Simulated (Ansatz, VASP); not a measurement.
# SrB3Te in VASP and in Ansatz

```
Sr B Te
1.0
     4.29453    0.00000    0.00000
     0.00000    4.29453    0.00000
     0.00000    0.00000    4.29453
Sr B Te
1 3 1
Cartesian
  0.0000 0.0000 0.0000
  0.0000 2.1473 2.1473
  2.1473 0.0000 2.1473
  2.1473 2.1473 0.0000
  2.1473 2.1473 2.1473
```

Change from the starting cell: species swapped into the SmBPd3 type (Pm-3m, No. 221).

Alike in both runs: task single point; functional PBE; k mesh 4 × 4 × 4; occupations gaussian, width 0.1 eV; no spin polarisation.

|  | VASP | Ansatz |
| --- | --- | --- |
| version | VASP 6.6.1 | Ansatz 0.2.0 |
| potentials or method | VASP PAW PBE potentials, release 64 (Sr_sv, B, Te), cutoff 500 eV | scalar-relativistic, plane waves, PAW |
| valence electrons in the cell | 25 | 35 |

```tsv
	VASP	Ansatz	Ansatz less VASP
gap on the k mesh at the Fermi level (eV)	none	none	-
pressure (GPa)	17.6	17.0	-0.63
```

A gap of «none» marks a metal or a gap that the smearing closes. The functional is the same, so the differences come from potentials, cutoffs and numerics. VASP's potentials hold 25 valence electrons a cell and Ansatz's 35, so a difference there can come from the potentials and not from the codes.

The k mesh is coarse, so the values compare programs but aren't converged. Spin-orbit coupling is off throughout.
